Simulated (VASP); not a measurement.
# BP (F-43m) in VASP: a series of runs, part 2 of 2

VASP 6.6.1. The steps go on from the part before.

### Step 3. Single point, HSE06

POSCAR

```
BP
1.0
    0.0000000000      2.2683155501      2.2683155501
    2.2683155501      0.0000000000      2.2683155501
    2.2683155501      2.2683155501      0.0000000000
B P
1 1
Direct
    0.0000000000      0.0000000000      0.0000000000
    0.2500000000      0.2500000000      0.2500000000
```

INCAR.step1

```
SYSTEM = BP
PREC = Accurate
ENCUT = 520
EDIFF = 1E-5
ISMEAR = -1
SIGMA = 0.5
LREAL = .False.
LASPH = .True.
NELM = 100
ALGO = Normal
ISIF = 2
LWAVE = .True.
NBANDS = 11
GGA = PE
```

INCAR.step2

```
SYSTEM = BP
PREC = Accurate
ENCUT = 520
EDIFF = 1E-7
ISMEAR = -1
SIGMA = 0.5
LREAL = .False.
LASPH = .True.
NELM = 100
ALGO = Normal
ISIF = 2
LWAVE = .False.
LCHARG = .True.
GGA = PE
LHFCALC = .True.
HFSCREEN = 0.2079
PRECFOCK = Normal
LELF = .True.
LVHAR = .True.
NBANDS = 11
ISTART = 1
```

KPOINTS

```
regular mesh
0
Gamma
  4 4 4
  0 0 0
```

Potentials or basis: VASP PAW PBE potentials, release 64 (B, P).

Started as:

```
cat potpaw_PBE.64/B/POTCAR potpaw_PBE.64/P/POTCAR > POTCAR
cp INCAR.step1 INCAR
mpirun -np 1 vasp_std > vasp.out
cp INCAR.step2 INCAR
mpirun -np 1 vasp_std > vasp.out
```

OUTCAR:

```text
SYSTEM = BP
   PREC = Accurate
   ENCUT = 520
   EDIFF = 1E-7
   ISMEAR = -1
   LREAL = .False.
   LASPH = .True.
   NELM = 100
   ISIF = 2
   GGA = PE
   LHFCALC = .True.
   HFSCREEN = 0.2079
   PRECFOCK = Normal
   ISTART = 1

 ion  position               nearest neighbor table
   1  0.000  0.000  0.000-   2 1.96   2 1.96   2 1.96   2 1.96
   2  0.250  0.250  0.250-   1 1.96   1 1.96   1 1.96   1 1.96

  LATTYP: Found a face centered cubic cell.
 ALAT       =     4.5366311002

  Lattice vectors:

 A1 = (   0.0000000000,   2.2683155501,   2.2683155501)
 A2 = (   2.2683155501,   0.0000000000,   2.2683155501)
 A3 = (   2.2683155501,   2.2683155501,   0.0000000000)

Analysis of symmetry for initial positions (statically):
=====================================================================
 Subroutine PRICEL returns:
 Original cell was already a primitive cell.

 Routine SETGRP: Setting up the symmetry group for a
 face centered cubic supercell.

 Subroutine GETGRP returns: Found 24 space group operations
 (whereof 24 operations were pure point group operations)
 out of a pool of 48 trial point group operations.

The static configuration has the point symmetry T_d .

Analysis of symmetry for dynamics (positions and initial velocities):
=====================================================================
 Subroutine PRICEL returns:
 Original cell was already a primitive cell.

 Routine SETGRP: Setting up the symmetry group for a
 face centered cubic supercell.

 Subroutine GETGRP returns: Found 24 space group operations
 (whereof 24 operations were pure point group operations)
 out of a pool of 48 trial point group operations.

The dynamic configuration has the point symmetry T_d .

 Subroutine INISYM returns: Found 24 space group operations
 (whereof 24 operations are pure point group operations),
 and found     1 'primitive' translations

----------------------------------------------------------------------------------------

                                     Primitive cell

  volume of cell :      23.3421

  direct lattice vectors                    reciprocal lattice vectors
     0.000000000  2.268315550  2.268315550    -0.220427885  0.220427885  0.220427885
     2.268315550  0.000000000  2.268315550     0.220427885 -0.220427885  0.220427885
     2.268315550  2.268315550  0.000000000     0.220427885  0.220427885 -0.220427885

  length of vectors
     3.207882615  3.207882615  3.207882615     0.381792297  0.381792297  0.381792297

  position of ions in fractional coordinates (direct lattice)
     0.000000000  0.000000000  0.000000000
     0.250000000  0.250000000  0.250000000

  ion indices of the primitive-cell ions
   primitive index   ion index
                 1           1
                 2           2

----------------------------------------------------------------------------------------

 KPOINTS: regular mesh

Automatic generation of k-mesh.
 Grid dimensions read from file:
[... 30 lines left out ...]
   k-points           NKPTS =      8   k-points in BZ     NKDIM =     64   number of bands    NBANDS=     11
   number of dos      NEDOS =    301   number of ions     NIONS =      2
   total plane-waves  NPLWV =  13824
   dimension x,y,z NGX =    24 NGY =   24 NGZ =   24
   dimension x,y,z NGXF=    48 NGYF=   48 NGZF=   48
   ions per type =               1   1
   NGX,Y,Z   is equivalent  to a cutoff of  12.44, 12.44, 12.44 a.u.
   NGXF,Y,Z  is equivalent  to a cutoff of  24.88, 24.88, 24.88 a.u.
 SYSTEM =  BP
   PREC   = accura    normal or accurate (medium, high low for compatibility)
   ISTART =      1    job   : 0-new  1-cont  2-samecut
   ICHARG =      0    charge: 1-file 2-atom 10-const
   ISPIN  =      1    spin polarized calculation?
   LNONCOLLINEAR =      F non collinear calculations
   LSORBIT =      F    spin-orbit coupling
   LASPH  =      T    aspherical Exc in radial PAW
   ENCUT  =  520.0 eV  38.22 Ry    6.18 a.u.   5.96  5.96  5.96*2*pi/ulx,y,z
   NELM   =    100;   NELMIN=  2; NELMDL=  0     # of ELM steps
   EDIFF  = 0.1E-06   stopping-criterion for ELM
   LREAL  =      F    real-space projection
   EDIFFG = 0.1E-05   stopping-criterion for IOM
   NSW    =      0    number of steps for IOM
   IBRION =     -1    ionic relax: 0-MD 1-quasi-New 2-CG
   NFREE  =      0    steps in history (QN), initial steepest desc. (CG)
   ISIF   =      2    stress and relaxation
   ISYM   =      3    0-nonsym 1-usesym 2-fastsym
   POTIM  = 0.5000    time-step for ionic-motion
   TEBEG  =    0.0;   TEEND  =   0.0 temperature during run
   PSTRESS=    0.0 pullay stress
   NELECT =       8.0000    total number of electrons
   NUPDOWN=      -1.0000    fix difference up-down
   EMIN   =  10.00;   EMAX   =-10.00  energy-range for DOS
   EFERMI =   0.00;   METHOD = LEGACY
   ISMEAR =    -1;   SIGMA  =   0.50  broadening in eV -4-tet -1-fermi 0-gaus
   EFERMI_NEDOS =   21; number of points for ismear=-14 and -15
   IALGO  =     38    algorithm
   IMIX   =      1    mixing-type and parameters
     AMIX     =   0.40;   BMIX     =  1.00
     AMIX_MAG =   1.60;   BMIX_MAG =  1.00
  volume/ion in A,a.u.               =      11.67        78.76
  Fermi-wavevector in a.u.,A,eV,Ry     =   1.145666  2.164995 17.858335  1.312551
  Thomas-Fermi vector in A             =   2.282353
   LORBIT       =      0    0 simple, 1 ext, 2 COOP (PROOUT), +10 PAW based schemes
   GGA     = PE    functional components
   LHFCALC =     T    Hartree Fock is set to
   PRECFOCK=normal    Normal, Fast or Accurate (Low or Medium for compatibility)
   ENCUT4O =  -1.0   cutoff for four orbital integrals eV
   NKREDX  =     1    reduce k-point grid by
   NKREDY  =     1    reduce k-point grid by
   NKREDZ  =     1    reduce k-point grid by
   AEXX    =    0.2500 exact exchange contribution
   HFSCREEN=    0.2079 screening length (either q_TF or 0.3 A-1)
   HFSCREENC=   0.2079 screening length for correlation (either q_TF or 0.3 A-1)
   ENCUTFOCK=  -1.0 apply spherical cutoff to Coloumb kernel
   IVDW    =     0    specifies the selected vdW correction
   LEPSILON=     F    determine dielectric tensor
   LRPA    =     F    only Hartree local field effects (RPA)
 non-spin polarized calculation
  energy-cutoff  :      520.00
  volume of cell :       23.34
 maximum number of plane-waves:       636
  NGX = 18; NGY = 18; NGZ = 18

 number of electron       8.0000000 magnetization

 Free energy of the ion-electron system (eV)
  ---------------------------------------------------
  ext. energy  EPLUGINS =         0.00000000
  ---------------------------------------------------
  free energy    TOTEN  =       -14.70241808 eV

  energy without entropy =      -14.60330246  energy(sigma->0) =      -14.65286027

 E-fermi :   7.9058     XC(G=0):  -9.0037

 val. band max:        7.0333482051   @ k =   0.0000   0.0000   0.0000
 cond. band min:       9.0873595807   @ k =   0.5000   0.5000   0.0000
 fundamental gap:      2.0540113755
 Fermi energy:         7.9057967556

 k-point     1 :       0.0000    0.0000    0.0000
  band No.  band energies     occupation
      1     -10.0675      2.00000
      2       7.0333      1.70262
      3       7.0333      1.70262
      4       7.0333      1.70262
      5      11.3753      0.00194
      6      11.3753      0.00194
      7      11.3753      0.00194
      8      15.7540      0.00000
      9      19.6391      0.00000
     10      20.4803      0.00000
     11      20.4803      0.00000
[... 85 lines left out ...]
 k-point     8 :      -0.2500    0.5000    0.2500
  band No.  band energies     occupation
      1      -4.3695      2.00000
      2      -1.9776      2.00000
      3       0.8389      2.00000
      4       1.0604      2.00000
      5      13.3605      0.00004
      6      14.7959      0.00000
      7      15.5672      0.00000
      8      15.7611      0.00000
      9      21.5246      0.00000
     10      24.9630      0.00000
     11      25.1181      0.00000

------------------------ aborting loop because EDIFF is reached ----------------------------------------

  FORCE on cell =-STRESS in cart. coord.  units (eV):
  Direction    XX          YY          ZZ          XY          YZ          ZX
  --------------------------------------------------------------------------------------
  -------------------------------------------------------------------------------------
  Total       -0.1494041     -0.1494041     -0.1494041     -0.0000000     -0.0000000      0.0000000
  in kB      -10.2549276    -10.2549276    -10.2549276     -0.0000000     -0.0000000      0.0000000
  external PRESSURE =     -10.2549276 kB  Pullay stress =       0.0000000 kB

 VOLUME and BASIS-vectors are now :
 -----------------------------------------------------------------------------
  energy-cutoff  :      520.00
  volume of cell :       23.34
      direct lattice vectors                 reciprocal lattice vectors
     0.000000000  2.268315550  2.268315550    -0.220427885  0.220427885  0.220427885
     2.268315550  0.000000000  2.268315550     0.220427885 -0.220427885  0.220427885
     2.268315550  2.268315550  0.000000000     0.220427885  0.220427885 -0.220427885

 POSITION                                       TOTAL-FORCE (eV/Angst)
 -----------------------------------------------------------------------------------
      0.00000      0.00000      0.00000         0.000000      0.000000      0.000000
      1.13416      1.13416      1.13416        -0.000000     -0.000000     -0.000000
 -----------------------------------------------------------------------------------
    total drift:                                0.000001      0.000001      0.000001

  FREE ENERGIE OF THE ION-ELECTRON SYSTEM (eV)
  ---------------------------------------------------
  free  energy   TOTEN  =       -14.7024180774 eV

  energy  without entropy=      -14.6033024572  energy(sigma->0) =      -14.65286027
```

Wall time 4.6 min (1 thread of Intel Xeon 8259CL, shared host); peak memory 0.23 GiB.

What came out:

```yaml
Free_energy: -14.7024 eV
Pressure: -1.0 GPa
Band_gap_on_the_k_mesh: 2.05 eV, indirect (least direct gap 4.34 eV)
```

Levels at points of the mesh, in eV from the valence-band top:
```tsv
k point	band 1	band 2	band 3	band 4	band 5	band 6	band 7	band 8	band 9
(0.00, 0.00, 0.00)	-17.10	0.00	0.00	0.00	4.34	4.34	4.34	8.72	12.61
(0.50, 0.00, 0.00)	-13.43	-10.00	-1.95	-1.95	4.76	5.72	5.72	11.36	16.20
(0.50, 0.50, 0.00)	-11.70	-9.57	-4.54	-4.54	2.05	2.41	13.84	13.84	16.98
```

Caveat: the k points lie up to 0.60 Å⁻¹ apart; the PAW data sets were made with another functional, which shifts forces and pressure a little.
